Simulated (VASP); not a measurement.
Au, 1 atom in the cell. Symmetry: I4/mmm, No. 139, tetragonal system. Conventional cell: a = 3.265 Å, b = 3.265 Å, c = 3.215 Å, α = 90.00°, β = 90.00°, γ = 90.00°. Au (site symmetry 4/mmm) has 14 Au at 2.81 to 3.26 Å within 3.7 Å.  This cell differs from its parent crystal: strain -0.015 along x and y, -0.030 along z.

```yaml
Program: VASP 6.6.1
Task: single point
Functional: r2SCAN
Potentials_or_basis: VASP PAW PBE potentials, release 64 (Au)
Cutoff: 520 eV
k_mesh: 20 × 20 × 20
Occupations: gaussian, width 0.15 eV
Spin: no spin polarisation
Dipole_correction: no
Further_INCAR_settings: ALGO = Normal; EDIFF = 1e-07; NBANDS = 12
```

Potentials or basis: VASP PAW PBE potentials, release 64 (Au).

Launch:

```bash
$ cat potpaw_PBE.64/Au/POTCAR > POTCAR
$ cp INCAR.step1 INCAR
$ mpirun -np 1 vasp_std > vasp.out
$ cp INCAR.step2 INCAR
$ mpirun -np 1 vasp_std > vasp.out
```

Hardware: 1 thread of Intel Xeon 8259CL, with other jobs on the host.

Question: How long does it take, and how much memory?

Answer: Wall time 8.2 min on 1 thread of Intel Xeon 8259CL (shared host), peak memory 0.25 GiB. Counts: k points 641.
